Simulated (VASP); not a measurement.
# IrRu (P-6m2) in VASP: a series of runs

IrRu is run at these levels: LDA; tasks: single point.

Program: VASP 6.6.1. These are calculated values, not measurements. Logs are shortened: lines on timing, memory, paths and dates and some standing lists are left out, and cuts for length are marked.

**1. The cell of the first run**

Symmetry: P-6m2, No. 187, hexagonal system. Conventional cell: a = 2.877 Å, b = 2.877 Å, c = 3.886 Å, α = 90.00°, β = 90.00°, γ = 120.00°. Within 3.4 Å of Ru (site symmetry -6m2) lie 6 Ir at 2.56 Å and 6 Ru at 2.88 Å. Within 3.4 Å of Ir (site symmetry -6m2) lie 6 Ru at 2.56 Å and 6 Ir at 2.88 Å.

**2. Single point, LDA**

INCAR

```
ALGO = Fast ; EDIFF = 1E-6
ENCUT = 520 ; GGA = CA
ISIF = 2 ; ISMEAR = 0
LASPH = T ; LCHARG = T
LELF = T ; LREAL = F
LVHAR = T ; LWAVE = F
NBANDS = 18 ; NELM = 60
PREC = Accurate ; SIGMA = 0.15
```

KPOINTS

```
k-points
0
Gamma
  24 24 12
```

POSCAR

```
IrRu
1.0
    2.8765992324      0.0000000000      0.0000000000
   -1.4382996162      2.4912080118      0.0000000000
    0.0000000000      0.0000000000      3.8860091085
Ru Ir
1 1
Direct
    0.6666666667      0.3333333333      0.0000000000
    0.0000000000      0.0000000000      0.5000000000
```

Potentials or basis: VASP PAW LDA potentials, release 64 (Ru_pv, Ir).

Command:

```console
$ cat potpaw_LDA.64/Ru_pv/POTCAR potpaw_LDA.64/Ir/POTCAR > POTCAR
$ mpirun -np 1 vasp_std > vasp.out
```

OUTCAR:

```text
EDIFF = 1E-6
   ENCUT = 520
   GGA = CA
   ISIF = 2
   ISMEAR = 0
   LASPH = T
   LREAL = F
   NELM = 60
   PREC = Accurate

 ion  position               nearest neighbor table
   1  0.667  0.333  0.000-   2 2.56   2 2.56   2 2.56   2 2.56   2 2.56   2 2.56
   2  0.000  0.000  0.500-   1 2.56   1 2.56   1 2.56   1 2.56   1 2.56   1 2.56

  LATTYP: Found a hexagonal cell.
 ALAT       =     2.8765992324
 C/A-ratio  =     1.3509038954

  Lattice vectors:

 A1 = (   2.8765992324,   0.0000000000,   0.0000000000)
 A2 = (  -1.4382996162,   2.4912080118,   0.0000000000)
 A3 = (   0.0000000000,   0.0000000000,   3.8860091085)

Analysis of symmetry for initial positions (statically):
=====================================================================
 Subroutine PRICEL returns:
 Original cell was already a primitive cell.

 Routine SETGRP: Setting up the symmetry group for a
 hexagonal supercell.

 Subroutine GETGRP returns: Found 12 space group operations
 (whereof 12 operations were pure point group operations)
 out of a pool of 24 trial point group operations.

The static configuration has the point symmetry D_3h.

Analysis of symmetry for dynamics (positions and initial velocities):
=====================================================================
 Subroutine PRICEL returns:
 Original cell was already a primitive cell.

 Routine SETGRP: Setting up the symmetry group for a
 hexagonal supercell.

 Subroutine GETGRP returns: Found 12 space group operations
 (whereof 12 operations were pure point group operations)
 out of a pool of 24 trial point group operations.

The dynamic configuration has the point symmetry D_3h.

 Subroutine INISYM returns: Found 12 space group operations
 (whereof 12 operations are pure point group operations),
 and found     1 'primitive' translations

----------------------------------------------------------------------------------------

                                     Primitive cell

  volume of cell :      27.8479

  direct lattice vectors                    reciprocal lattice vectors
     2.876599232  0.000000000  0.000000000     0.347632715  0.200705841  0.000000000
    -1.438299616  2.491208012  0.000000000     0.000000000  0.401411683  0.000000000
     0.000000000  0.000000000  3.886009109     0.000000000  0.000000000  0.257333416

  length of vectors
     2.876599232  2.876599232  3.886009109     0.401411683  0.401411683  0.257333416

  position of ions in fractional coordinates (direct lattice)
     0.666666667  0.333333333  0.000000000
     0.000000000  0.000000000  0.500000000

  ion indices of the primitive-cell ions
   primitive index   ion index
                 1           1
                 2           2

----------------------------------------------------------------------------------------

 KPOINTS: k-points

Automatic generation of k-mesh.
 Grid dimensions read from file:
 generate k-points for:   24   24   12

 Generating k-lattice:

  Cartesian coordinates                     Fractional coordinates (reciprocal lattice)
     0.014484696  0.008362743  0.000000000     0.041666667  0.000000000  0.000000000
     0.000000000  0.016725487  0.000000000     0.000000000  0.041666667  0.000000000
     0.000000000  0.000000000  0.021444451     0.000000000  0.000000000  0.083333333

  Length of vectors
     0.016725487  0.016725487  0.021444451

  Shift w.r.t. Gamma in fractional coordinates (k-lattice)
     0.000000000  0.000000000  0.000000000

 Subroutine IBZKPT returns following result:
 ===========================================

 Found    427 irreducible k-points:

 Following reciprocal coordinates:
            Coordinates               Weight
  0.000000  0.000000  0.000000      1.000000
  0.041667 -0.000000  0.000000      6.000000
  0.083333 -0.000000  0.000000      6.000000
  0.125000 -0.000000  0.000000      6.000000
  0.166667 -0.000000  0.000000      6.000000
  0.208333 -0.000000  0.000000      6.000000
[... 16 lines left out ...]
  0.416667  0.041667  0.000000     12.000000
  0.458333  0.041667  0.000000     12.000000
 [... further k-points ...]
   k-points           NKPTS =    427   k-points in BZ     NKDIM =    427   number of bands    NBANDS=     18
   number of dos      NEDOS =    301   number of ions     NIONS =      2
   total plane-waves  NPLWV =  17280
   dimension x,y,z NGX =    24 NGY =   24 NGZ =   30
   dimension x,y,z NGXF=    48 NGYF=   48 NGZF=   60
   ions per type =               1   1
   NGX,Y,Z   is equivalent  to a cutoff of  13.87, 13.87, 12.83 a.u.
   NGXF,Y,Z  is equivalent  to a cutoff of  27.74, 27.74, 25.67 a.u.
 SYSTEM =  unknown system
   PREC   = accura    normal or accurate (medium, high low for compatibility)
   ISTART =      0    job   : 0-new  1-cont  2-samecut
   ICHARG =      2    charge: 1-file 2-atom 10-const
   ISPIN  =      1    spin polarized calculation?
   LNONCOLLINEAR =      F non collinear calculations
   LSORBIT =      F    spin-orbit coupling
   LASPH  =      T    aspherical Exc in radial PAW
   ENCUT  =  520.0 eV  38.22 Ry    6.18 a.u.   5.35  5.35  7.23*2*pi/ulx,y,z
   NELM   =     60;   NELMIN=  2; NELMDL= -5     # of ELM steps
   EDIFF  = 0.1E-05   stopping-criterion for ELM
   LREAL  =      F    real-space projection
   EDIFFG = 0.1E-04   stopping-criterion for IOM
   NSW    =      0    number of steps for IOM
   IBRION =     -1    ionic relax: 0-MD 1-quasi-New 2-CG
   NFREE  =      0    steps in history (QN), initial steepest desc. (CG)
   ISIF   =      2    stress and relaxation
   ISYM   =      2    0-nonsym 1-usesym 2-fastsym
   POTIM  = 0.5000    time-step for ionic-motion
   TEBEG  =    0.0;   TEEND  =   0.0 temperature during run
   PSTRESS=    0.0 pullay stress
   NELECT =      23.0000    total number of electrons
   NUPDOWN=      -1.0000    fix difference up-down
   EMIN   =  10.00;   EMAX   =-10.00  energy-range for DOS
   EFERMI =   0.00;   METHOD = LEGACY
   ISMEAR =     0;   SIGMA  =   0.15  broadening in eV -4-tet -1-fermi 0-gaus
   EFERMI_NEDOS =   21; number of points for ismear=-14 and -15
   IALGO  =     68    algorithm
   IMIX   =      4    mixing-type and parameters
     AMIX     =   0.40;   BMIX     =  1.00
     AMIX_MAG =   1.60;   BMIX_MAG =  1.00
  volume/ion in A,a.u.               =      13.92        93.96
  Fermi-wavevector in a.u.,A,eV,Ry     =   1.535983  2.902587 32.099457  2.359244
  Thomas-Fermi vector in A             =   2.642695
   LORBIT       =      0    0 simple, 1 ext, 2 COOP (PROOUT), +10 PAW based schemes
   GGA     = CA    functional components
   LHFCALC =     F    Hartree Fock is set to
   AEXX    =    0.0000 exact exchange contribution
   IVDW    =     0    specifies the selected vdW correction
   LEPSILON=     F    determine dielectric tensor
   LRPA    =     F    only Hartree local field effects (RPA)
 non-spin polarized calculation
 RMM-DIIS sequential band-by-band and
 Gauss-broadening in eV      SIGMA  =   0.15
  energy-cutoff  :      520.00
  volume of cell :       27.85
 maximum number of plane-waves:       782
 NGX is ok and might be reduce to    24

 number of electron      23.0000003 magnetization

 Free energy of the ion-electron system (eV)
  ---------------------------------------------------
  ext. energy  EPLUGINS =         0.00000000
  ---------------------------------------------------
  free energy    TOTEN  =       -20.47217329 eV

  energy without entropy =      -20.44958679  energy(sigma->0) =      -20.46088004

 E-fermi :  11.5482     XC(G=0): -14.2006

 val. band max:       11.5471377916   @ k =   0.3333   0.2500   0.5000
 cond. band min:      11.5503728125   @ k =   0.2500   0.1250   0.3333
 fundamental gap:      0.0032350209
 Fermi energy:        11.5482202043

 k-point     1 :       0.0000    0.0000    0.0000
  band No.  band energies     occupation
      1     -31.6311      2.00000
      2     -31.1895      2.00000
      3     -31.1895      2.00000
      4       1.6644      2.00000
      5       4.2779      2.00000
      6       7.8340      2.00000
[... 10 lines left out ...]
     17      22.5430      0.00000
     18      25.4379      0.00000

 k-point     2 :       0.0417   -0.0000    0.0000
  band No.  band energies     occupation
      1     -31.6307      2.00000
      2     -31.1969      2.00000
      3     -31.1912      2.00000
      4       1.7242      2.00000
      5       4.3137      2.00000
      6       7.7575      2.00000
[... 10 lines left out ...]
     17      22.5482      0.00000
     18      25.5321      0.00000

 k-point     3 :       0.0833   -0.0000    0.0000
  band No.  band energies     occupation
      1     -31.6292      2.00000
      2     -31.2185      2.00000
      3     -31.1962      2.00000
      4       1.9012      2.00000
      5       4.4161      2.00000
      6       7.5566      2.00000
[... 10 lines left out ...]
     17      22.5575      0.00000
     18      25.7889      0.00000

 k-point     4 :       0.1250   -0.0000    0.0000
  band No.  band energies     occupation
      1     -31.6270      2.00000
      2     -31.2528      2.00000
      3     -31.2042      2.00000
      4       2.1874      2.00000
      5       4.5699      2.00000
      6       7.2922      2.00000
[... 375 lines left out ...]
      4       4.3962      2.00000
      5       5.0696      2.00000
      6       5.6968      2.00000
[... 10 lines left out ...]
     17      22.5190      0.00000
     18      23.2248      0.00000

 k-point    23 :       0.4167    0.0417    0.0000
  band No.  band energies     occupation
      1     -31.6032      2.00000
      2     -31.5945      2.00000
      3     -31.2897      2.00000
      4       4.3619      2.00000
      5       5.1207      2.00000
      6       5.5321      2.00000
[... 10 lines left out ...]
     17      22.1641      0.00000
     18      23.9829      0.00000

 k-point    24 :       0.4583    0.0417    0.0000
  band No.  band energies     occupation
      1     -31.6081      2.00000
      2     -31.6022      2.00000
      3     -31.2931      2.00000
      4       4.3326      2.00000
      5       5.1457      2.00000
      6       5.4484      2.00000
[... 10 lines left out ...]
     17      22.1067      0.00000
     18      24.4395      0.00000

 [... further k-points ...]

------------------------ aborting loop because EDIFF is reached ----------------------------------------

  FORCE on cell =-STRESS in cart. coord.  units (eV):
  Direction    XX          YY          ZZ          XY          YZ          ZX
  --------------------------------------------------------------------------------------
  -------------------------------------------------------------------------------------
  Total       -2.9984945     -2.9984945      6.9030420     -0.0000000      0.0000000      0.0000000
  in kB     -172.5125418   -172.5125418    397.1530785     -0.0000000      0.0000000      0.0000000
  external PRESSURE =      17.3759983 kB  Pullay stress =       0.0000000 kB

 VOLUME and BASIS-vectors are now :
 -----------------------------------------------------------------------------
  energy-cutoff  :      520.00
  volume of cell :       27.85
      direct lattice vectors                 reciprocal lattice vectors
     2.876599232  0.000000000  0.000000000     0.347632715  0.200705841  0.000000000
    -1.438299616  2.491208012  0.000000000     0.000000000  0.401411683  0.000000000
     0.000000000  0.000000000  3.886009109     0.000000000  0.000000000  0.257333416

 POSITION                                       TOTAL-FORCE (eV/Angst)
 -----------------------------------------------------------------------------------
      1.43830      0.83040      0.00000         0.000000      0.000000      0.000000
      0.00000      0.00000      1.94300         0.000000      0.000000      0.000000
 -----------------------------------------------------------------------------------
    total drift:                               -0.000000      0.000000      0.000000

  FREE ENERGIE OF THE ION-ELECTRON SYSTEM (eV)
  ---------------------------------------------------
  free  energy   TOTEN  =       -20.4721732918 eV

  energy  without entropy=      -20.4495867924  energy(sigma->0) =      -20.46088004
```

It took 2.1 min on 1 thread of AMD EPYC 9R45 (Zen 5), shared host; peak memory 0.3 GiB.

Results:

* Free energy: -20.4722 eV
* Pressure: 1.7 GPa
* Band gap on the k mesh: zero (an odd number of electrons rules out a gap without spin polarisation)

Stress tensor (GPa, compression positive):
```
-17.25   0.00   0.00
  0.00 -17.25   0.00
  0.00   0.00  39.72
```

Levels at points of the mesh, in eV from the Fermi level:
```tsv
k point	band 9	band 10	band 11	band 12	band 13	band 14
(0.00, 0.00, 0.00)	-3.31	-2.26	-2.26	-1.61	0.69	0.69
(0.50, 0.00, 0.00)	-1.88	-1.24	-0.21	0.87	2.14	2.62
(0.00, 0.00, 0.50)	-4.09	-3.20	-2.37	0.33	0.33	0.41
(0.50, 0.00, 0.50)	-2.12	-0.68	-0.25	0.31	0.75	1.92
```

Caveat: spin-orbit coupling is left out, which moves the levels of the heavy elements.

**3. Single point, LDA**

This run uses another cell than the first one, of the same volume but with other edges.

INCAR

```
  PREC = Accurate
  ENCUT = 520
  EDIFF = 1E-6
  ISMEAR = 0
  SIGMA = 0.15
  LREAL = F
  LASPH = T
  NELM = 100
  ALGO = Fast
  ISIF = 2
  LWAVE = F
  LCHARG = F
  NBANDS = 18
```

KPOINTS

```
regular mesh
0
Gamma
  24 24 12
```

POSCAR

```
IrRu
1.0
    2.5642395055      0.0000000000      0.0000000000
   -1.2821197528      2.2206965532      0.0000000000
    0.0000000000      0.0000000000      4.8904110165
Ru Ir
1 1
Direct
    0.6666666667      0.3333333333      0.0000000000
    0.0000000000      0.0000000000      0.5000000000
```

Potentials or basis: VASP PAW LDA potentials, release 64 (Ru_pv, Ir).

Command:

```console
$ cat potpaw_LDA.64/Ru_pv/POTCAR potpaw_LDA.64/Ir/POTCAR > POTCAR
$ mpirun -np 1 vasp_std > vasp.out
```

Run time: 1.8 min. Hardware: 1 thread of AMD EPYC 9R45 (Zen 5), shared host; peak memory 0.29 GiB.

The run converged. Its results:

* Free energy: -20.2801 eV
* Pressure: 2.8 GPa
* Band gap on the k mesh: zero (an odd number of electrons rules out a gap without spin polarisation)

Stress tensor (GPa, compression positive):
```
 26.27   0.00   0.00
  0.00  26.27   0.00
  0.00   0.00 -44.17
```

Levels at points of the mesh, in eV from the Fermi level:
```csv
k point,band 8,band 9,band 10,band 11,band 12,band 13,band 14,band 15
"(0.00, 0.00, 0.00)",-3.53,-2.38,-2.38,-1.25,-0.42,-0.42,1.04,1.04
"(0.50, 0.00, 0.00)",-2.76,-2.16,-1.77,0.92,2.27,2.53,3.76,5.75
"(0.00, 0.00, 0.50)",-3.57,-3.57,-2.53,-2.53,0.25,0.25,0.62,0.62
"(0.50, 0.00, 0.50)",-1.12,-0.54,-0.34,0.10,2.30,2.39,2.51,3.14
```

Caveat: spin-orbit coupling is left out, which moves the levels of the heavy elements.

**4. Single point, LDA**

This run uses another cell than the first one, of the same volume but with other edges.

INCAR

```
  ALGO = Fast
  EDIFF = 1E-6
  ENCUT = 520
  GGA = CA
  ISIF = 2
  ISMEAR = 0
  LASPH = True
  LCHARG = False
  LREAL = False
  LWAVE = False
  NBANDS = 18
  NELM = 80
  PREC = Accurate
  SIGMA = 0.15
```

KPOINTS

```
k-points
0
Gamma
  24 24 12
```

POSCAR

```
IrRu
1.0
    2.8017092224      0.0000000000      0.0000000000
   -1.4008546112      2.4263513606      0.0000000000
    0.0000000000      0.0000000000      4.0965326000
Ru Ir
1 1
Direct
    0.6666666667      0.3333333333      0.0000000000
    0.0000000000      0.0000000000      0.5000000000
```

Command:

```console
$ cat potpaw_LDA.64/Ru_pv/POTCAR potpaw_LDA.64/Ir/POTCAR > POTCAR
$ mpirun -np 1 vasp_std > vasp.out
```

Run time: 2 min. Hardware: 1 thread of AMD EPYC 9R45 (Zen 5), shared host; peak memory 0.29 GiB.

The run converged. Its results:

| Item | Value |
| --- | --- |
| Free energy | -20.8983 eV |
| Pressure | -6.3 GPa |
| Band gap on the k mesh | zero (an odd number of electrons rules out a gap without spin polarisation) |

Stress tensor (GPa, compression positive):
```
-17.75   0.00   0.00
  0.00 -17.75   0.00
  0.00   0.00  16.45
```

Levels at points of the mesh, in eV from the Fermi level:
```csv
k point,band 8,band 9,band 10,band 11,band 12,band 13,band 14,band 15
"(0.00, 0.00, 0.00)",-2.77,-2.77,-2.36,-2.31,-2.31,0.64,0.64,1.20
"(0.50, 0.00, 0.00)",-3.02,-2.36,-1.77,0.27,1.11,1.77,3.02,4.57
"(0.00, 0.00, 0.50)",-3.64,-3.62,-3.62,-2.86,0.00,0.00,0.17,0.17
"(0.50, 0.00, 0.50)",-2.42,-1.77,-0.65,-0.18,0.56,1.03,2.15,2.74
```

Caveat: the cell stands under tension; spin-orbit coupling is left out, which moves the levels of the heavy elements.

**5. Overview**

| cell | gap on the mesh (eV) | pressure (GPa) |
| --- | --- | --- |
| a = 2.877, b = 2.877, c = 3.886 Å, angles 90.0, 90.0, 120.0°, 2 atoms | none | 1.7 |
| a = 2.564, b = 2.564, c = 4.890 Å, angles 90.0, 90.0, 120.0°, 2 atoms | none | 2.8 |
| a = 2.802, b = 2.802, c = 4.097 Å, angles 90.0, 90.0, 120.0°, 2 atoms | none | -6.3 |

Alike in all rows: task single point; level LDA; potentials or basis VASP PAW LDA potentials, release 64 (Ru_pv, Ir); no spin polarisation; k mesh 24 × 24 × 12; cutoff (eV) 520; smearing gaussian 0.15 eV.

Caveats: spin-orbit coupling is left out, which moves the levels of the heavy elements; the cell stands under tension (at least some runs).

Absolute energies hang on the potentials; compare differences alone.
